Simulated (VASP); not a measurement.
# H2CO in VASP: single point with r2SCAN

Aim: the single point of H2CO with r2SCAN.

Program: VASP 6.6.1. These are calculated values, not measurements. Logs are shortened: lines on timing, memory, paths and dates and some standing lists are left out, and cuts for length are marked.

**1. The cell of the first run**

The cell holds a disordered packing, 40 atoms: a = 8.481 Å, b = 8.481 Å, c = 8.481 Å, α = 90.00°, β = 90.00°, γ = 90.00°.

**2. Single point, r2SCAN**

Contents of POSCAR:

```
H2CO
1.0
    8.4809260000      0.0000000000      0.0000000000
    0.0000000000      8.4809260000      0.0000000000
    0.0000000000      0.0000000000      8.4809260000
O C H
10 10 20
Direct
    0.4654504261      0.4310120641      0.8755760469
    0.8257083202      0.1666806956      0.5941257114
    0.5826943401      0.7307766385      0.6097833261
    0.7368191688      0.7248601609      0.0914179082
    0.1803864435      0.3704757751      0.2985783245
    0.1810202927      0.1442886626      0.8172226754
    0.0975359385      0.8612973313      0.3602644048
    0.7868023061      0.1705615826      1.0988527320
    0.1225173194      0.6643189704      0.8574969989
    0.5354350530      0.4161274702      0.3392386988
    0.4638566212      0.5603963579      0.9353815044
    0.9090975592      0.1600642095      0.4786138440
    0.6317446255      0.8156494052      0.5063203875
    0.7468467376      0.8327856488     -0.0006569525
    0.2685860945      0.2941766073      0.2170902497
    0.2821518499      0.1642365235      0.7202084531
    0.1275303629      0.7952227895      0.2378613931
    0.7550566369      0.2399212696      0.9789068347
    0.1184107467      0.5820005602      0.7417997182
    0.5649216438      0.3656064168      0.4685748373
    0.4671490166      0.6676686665      0.8609522249
    0.4637759094      0.5762554263      1.0653358388
    0.8756835034      0.0892702919      0.3746672768
    1.0214072294      0.2257146818      0.4713101504
    0.7332520217      0.8950158448      0.5262585336
    0.5746783945      0.8223621810      0.3888904670
    0.6548454274      0.9253796343     -0.0051252087
    0.8480706809      0.8441588441     -0.0825228039
    0.3145339151      0.3394989565      0.1042496908
    0.3058025697      0.1734574162      0.2521981542
    0.3977903846      0.1022139661      0.7237587725
    0.2700092607      0.2470399094      0.6191361583
    0.1466195662      0.8604837448      0.1258563754
    0.1391278996      0.6654314768      0.2272108094
    0.7892242347      0.3642840020      0.9580475193
    0.6878015281      0.1817486676      0.8830232764
    0.1432970953      0.6299577631      0.6227950159
    0.0855447466      0.4555697348      0.7482041794
    0.6208151698      0.4377114956      0.5612242449
    0.5351004598      0.2427416567      0.5011657282
```

Contents of INCAR.step1:

```
PREC = Accurate ; ENCUT = 520
ISMEAR = -1 ; SIGMA = 0.02
LREAL = Auto ; LASPH = True
NELM = 60 ; NBANDS = 86
GGA = PE ; ALGO = Normal
EDIFF = 1E-4 ; LWAVE = True
LCHARG = False
```

Contents of INCAR.step2:

```
PREC = Accurate ; ENCUT = 520
EDIFF = 1E-7 ; ISMEAR = -1
SIGMA = 0.02 ; LREAL = Auto
LASPH = True ; NELM = 60
ALGO = Normal ; ISIF = 2
LWAVE = False ; LCHARG = True
METAGGA = R2SCAN ; LMIXTAU = True
LELF = True ; LVHAR = True
NBANDS = 86 ; ISTART = 1
```

Contents of KPOINTS:

```
regular mesh
0
Gamma
  1 1 1
```

Potentials or basis: VASP PAW PBE potentials, release 64 (O, C, H).

Launch:

```sh
> cat potpaw_PBE.64/O/POTCAR potpaw_PBE.64/C/POTCAR potpaw_PBE.64/H/POTCAR > POTCAR
> cp INCAR.step1 INCAR
> mpirun -np 1 vasp_gam > vasp.out
> cp INCAR.step2 INCAR
> mpirun -np 1 vasp_gam > vasp.out
```

OUTCAR:

```text
PREC = Accurate
   ENCUT = 520
   EDIFF = 1E-7
   ISMEAR = -1
   LREAL = Auto
   LASPH = True
   NELM = 60
   ISIF = 2
   METAGGA = R2SCAN
   ISTART = 1

 ion  position               nearest neighbor table
   1  0.465  0.431  0.876-  11 1.21
   2  0.826  0.167  0.594-  12 1.21
   3  0.583  0.731  0.610-  13 1.21
   4  0.737  0.725  0.091-  14 1.21
   5  0.180  0.370  0.299-  15 1.21
   6  0.181  0.144  0.817-  16 1.20
   7  0.098  0.861  0.360-  17 1.21
   8  0.787  0.171  0.099-  18 1.21
   9  0.123  0.664  0.857-  19 1.20
  10  0.535  0.416  0.339-  20 1.20
  11  0.464  0.560  0.935-  21 1.11  22 1.11   1 1.21
  12  0.909  0.160  0.479-  23 1.10  24 1.11   2 1.21
  13  0.632  0.816  0.506-  25 1.11  26 1.11   3 1.21
  14  0.747  0.833  0.999-  27 1.11  28 1.11   4 1.21
  15  0.269  0.294  0.217-  29 1.10  30 1.11   5 1.21
  16  0.282  0.164  0.720-  32 1.11  31 1.11   6 1.20
  17  0.128  0.795  0.238-  34 1.11  33 1.11   7 1.21
[... 21 lines left out ...]
  39  0.621  0.438  0.561-  20 1.10
  40  0.535  0.243  0.501-  20 1.11

  LATTYP: Found a simple cubic cell.
 ALAT       =     8.4809260000

  Lattice vectors:

 A1 = (   8.4809260000,   0.0000000000,   0.0000000000)
 A2 = (   0.0000000000,   8.4809260000,   0.0000000000)
 A3 = (   0.0000000000,   0.0000000000,   8.4809260000)

Analysis of symmetry for initial positions (statically):
=====================================================================
 Subroutine PRICEL returns:
 Original cell was already a primitive cell.

 Routine SETGRP: Setting up the symmetry group for a
 simple cubic supercell.

 Subroutine GETGRP returns: Found  1 space group operations
 (whereof  1 operations were pure point group operations)
 out of a pool of 48 trial point group operations.

The static configuration has the point symmetry C_1 .

Analysis of symmetry for dynamics (positions and initial velocities):
=====================================================================
 Subroutine PRICEL returns:
 Original cell was already a primitive cell.

 Routine SETGRP: Setting up the symmetry group for a
 simple cubic supercell.

 Subroutine GETGRP returns: Found  1 space group operations
 (whereof  1 operations were pure point group operations)
 out of a pool of 48 trial point group operations.

[... 152 lines left out ...]
   EDIFF  = 0.1E-06   stopping-criterion for ELM
   LREAL  =      T    real-space projection
   EDIFFG = 0.1E-05   stopping-criterion for IOM
   NSW    =      0    number of steps for IOM
   IBRION =     -1    ionic relax: 0-MD 1-quasi-New 2-CG
   NFREE  =      0    steps in history (QN), initial steepest desc. (CG)
   ISIF   =      2    stress and relaxation
   ISYM   =      2    0-nonsym 1-usesym 2-fastsym
   POTIM  = 0.5000    time-step for ionic-motion
   TEBEG  =    0.0;   TEEND  =   0.0 temperature during run
   PSTRESS=    0.0 pullay stress
   NELECT =     120.0000    total number of electrons
   NUPDOWN=      -1.0000    fix difference up-down
   EMIN   =  10.00;   EMAX   =-10.00  energy-range for DOS
   EFERMI =   0.00;   METHOD = LEGACY
   ISMEAR =    -1;   SIGMA  =   0.02  broadening in eV -4-tet -1-fermi 0-gaus
   EFERMI_NEDOS =   21; number of points for ismear=-14 and -15
   IALGO  =     38    algorithm
   IMIX   =      4    mixing-type and parameters
     AMIX     =   0.40;   BMIX     =  1.00
     AMIX_MAG =   1.60;   BMIX_MAG =  1.00
  volume/ion in A,a.u.               =      15.25       102.91
  Fermi-wavevector in a.u.,A,eV,Ry     =   0.952121  1.799247 12.334140  0.906534
  Thomas-Fermi vector in A             =   2.080654
   LORBIT       =      0    0 simple, 1 ext, 2 COOP (PROOUT), +10 PAW based schemes
   METAGGA = R2SCAN    functional components
   LHFCALC =     F    Hartree Fock is set to
   AEXX    =    0.0000 exact exchange contribution
   IVDW    =     0    specifies the selected vdW correction
   LEPSILON=     F    determine dielectric tensor
   LRPA    =     F    only Hartree local field effects (RPA)
 non-spin polarized calculation
  energy-cutoff  :      520.00
  volume of cell :      610.00
 maximum number of plane-waves:      8188
 NGX is ok and might be reduce to    64
   NGX = 31   NGY = 31   NGZ = 31

 number of electron     120.0000002 magnetization

 Free energy of the ion-electron system (eV)
  ---------------------------------------------------
  ext. energy  EPLUGINS =         0.00000000
  ---------------------------------------------------
  free energy    TOTEN  =      -240.26982062 eV

  energy without entropy =     -240.26982062  energy(sigma->0) =     -240.26982062

 E-fermi :  -2.7718     XC(G=0):  -6.1642

 val. band max:       -3.3560453979   @ k =   0.0000   0.0000   0.0000
 cond. band min:       0.1001709082   @ k =   0.0000   0.0000   0.0000
 fundamental gap:      3.4562163061
 Fermi energy:        -2.7717664054

 k-point     1 :       0.0000    0.0000    0.0000
  band No.  band energies     occupation
      1     -25.5127      2.00000
      2     -25.4573      2.00000
      3     -25.4330      2.00000
      4     -25.4079      2.00000
      5     -25.3823      2.00000
      6     -25.3066      2.00000
[... 64 lines left out ...]
     71       2.3669      0.00000
     72       3.3916      0.00000
 [bands above 72 left out]

------------------------ aborting loop because EDIFF is reached ----------------------------------------

  FORCE on cell =-STRESS in cart. coord.  units (eV):
  Direction    XX          YY          ZZ          XY          YZ          ZX
  --------------------------------------------------------------------------------------
  -------------------------------------------------------------------------------------
  Total        0.0904286      0.3996860      1.2577631     -0.0971069     -0.6918262     -0.9651289
  in kB        0.2375125      1.0497834      3.3035403     -0.2550532     -1.8170956     -2.5349307
  external PRESSURE =       1.5302787 kB  Pullay stress =       0.0000000 kB

 VOLUME and BASIS-vectors are now :
 -----------------------------------------------------------------------------
  energy-cutoff  :      520.00
  volume of cell :      610.00
      direct lattice vectors                 reciprocal lattice vectors
     8.480926000  0.000000000  0.000000000     0.117911653  0.000000000  0.000000000
     0.000000000  8.480926000  0.000000000     0.000000000  0.117911653  0.000000000
     0.000000000  0.000000000  8.480926000     0.000000000  0.000000000  0.117911653

 POSITION                                       TOTAL-FORCE (eV/Angst)
 -----------------------------------------------------------------------------------
      3.94745      3.65538      7.42570        -0.045359     -0.597995     -0.224561
      7.00277      1.41361      5.03874        -0.396653      0.072218      0.529813
      4.94179      6.19766      5.17153        -0.111752     -0.260991      0.234504
      6.24891      6.14749      0.77531         0.020063     -0.524434      0.404404
      1.52984      3.14198      2.53222        -0.415404      0.329339      0.394102
      1.53522      1.22370      6.93081        -0.393341     -0.021990      0.352032
[... 32 lines left out ...]
      5.26509      3.71220      4.75970         0.028116      0.012274     -0.020618
      4.53815      2.05867      4.25035         0.038433     -0.014669      0.052694
 -----------------------------------------------------------------------------------
    total drift:                                0.012707     -0.008870     -0.014639

  FREE ENERGIE OF THE ION-ELECTRON SYSTEM (eV)
  ---------------------------------------------------
  free  energy   TOTEN  =      -240.2698206163 eV

  energy  without entropy=     -240.2698206163  energy(sigma->0) =     -240.26982062
```

OUTCAR.step1:

```text
PREC = Accurate
   ENCUT = 520
   ISMEAR = -1
   LREAL = Auto
   LASPH = True
[... 389 lines left out ...]
      1.52984      3.14198      2.53222        -0.828681      0.665345      0.733705
      1.53522      1.22370      6.93081        -0.845979     -0.131431      0.796446
[... 32 lines left out ...]
      5.26509      3.71220      4.75970         0.118432      0.131927      0.141710
      4.53815      2.05867      4.25035        -0.005237     -0.199395      0.123906
 -----------------------------------------------------------------------------------
    total drift:                                0.016516     -0.009449     -0.022371

  FREE ENERGIE OF THE ION-ELECTRON SYSTEM (eV)
  ---------------------------------------------------
  free  energy   TOTEN  =      -222.5653115860 eV

  energy  without entropy=     -222.5653115860  energy(sigma->0) =     -222.56531159
```

OSZICAR.step1:

```text
N       E                     dE             d eps       ncg     rms          rms(c)
DAV:   1     0.936765058360E+03    0.93677E+03   -0.61417E+04   180   0.124E+03
DAV:   2    -0.115392552490E+03   -0.10522E+04   -0.10077E+04   218   0.290E+02
DAV:   3    -0.237452860626E+03   -0.12206E+03   -0.12055E+03   216   0.102E+02
DAV:   4    -0.240295256797E+03   -0.28424E+01   -0.28150E+01   200   0.171E+01
DAV:   5    -0.240365609652E+03   -0.70353E-01   -0.70288E-01   208   0.255E+00    0.277E+01
DAV:   6    -0.225781332588E+03    0.14584E+02   -0.33623E+01   192   0.202E+01    0.144E+01
DAV:   7    -0.223155729849E+03    0.26256E+01   -0.34627E+00   200   0.702E+00    0.703E+00
DAV:   8    -0.222594928132E+03    0.56080E+00   -0.21667E+00   200   0.418E+00    0.201E+00
DAV:   9    -0.222567357449E+03    0.27571E-01   -0.24371E-01   194   0.165E+00    0.681E-01
DAV:  10    -0.222563093805E+03    0.42636E-02   -0.28589E-02   184   0.722E-01    0.236E-01
DAV:  11    -0.222565702871E+03   -0.26091E-02   -0.10193E-02   184   0.369E-01    0.123E-01
DAV:  12    -0.222565404765E+03    0.29811E-03   -0.12232E-03   216   0.151E-01    0.687E-02
DAV:  13    -0.222565311586E+03    0.93179E-04   -0.34018E-04   168   0.663E-02
   1 F= -.22256531E+03 E0= -.22256531E+03  d E =-.974060E-12
```

Wall time 5.8 min (1 thread of Intel Xeon Platinum 8375C at 2.90GHz (Ice Lake), shared host); peak memory 0.62 GiB.

What came out:

- Free energy: -240.2698 eV
- Pressure: 0.2 GPa
- Largest force: 0.916 eV/Å
- Band gap on the k mesh: 3.46 eV

Forces in eV/Å, atoms in the order of the input:
```
O   -0.045 -0.598 -0.225
O   -0.397  0.072  0.530
O   -0.112 -0.261  0.235
O    0.020 -0.524  0.404
O   -0.415  0.329  0.394
O   -0.393 -0.022  0.352
O   -0.106  0.207  0.520
O    0.234 -0.179  0.462
O    0.084  0.307  0.573
O   -0.088  0.313 -0.618
C    0.164  0.626  0.210
C    0.335 -0.068 -0.428
C    0.071  0.456 -0.225
C   -0.015  0.519 -0.328
C    0.350 -0.249 -0.272
C    0.670  0.125 -0.464
C    0.208 -0.358 -0.818
C   -0.281  0.130 -0.482
C   -0.210 -0.265 -0.668
C    0.019 -0.280  0.569
H   -0.051 -0.047  0.142
H   -0.056 -0.025 -0.150
H    0.084  0.034 -0.044
H   -0.022 -0.047 -0.062
H    0.031 -0.088 -0.036
H    0.033 -0.144  0.017
H    0.048 -0.019 -0.159
H   -0.042  0.075  0.023
H    0.003 -0.145 -0.008
H    0.021  0.044 -0.085
H   -0.096 -0.075  0.120
H   -0.184  0.014  0.071
H   -0.053  0.110  0.095
H   -0.079  0.024  0.205
H    0.035 -0.046  0.080
H    0.065  0.096 -0.034
H    0.048 -0.019  0.017
H    0.056 -0.022  0.056
H    0.028  0.012 -0.021
H    0.038 -0.015  0.053
```

Levels at points of the mesh, in eV from the valence-band top:
| k point | band 58 | band 59 | band 60 | band 61 | band 62 | band 63 |
| --- | --- | --- | --- | --- | --- | --- |
| (0.00, 0.00, 0.00) | -0.20 | -0.15 | 0.00 | 3.46 | 3.63 | 3.80 |

Caveat: the k points lie up to 0.74 Å⁻¹ apart; the PAW data sets were made with another functional, which shifts forces and pressure a little.
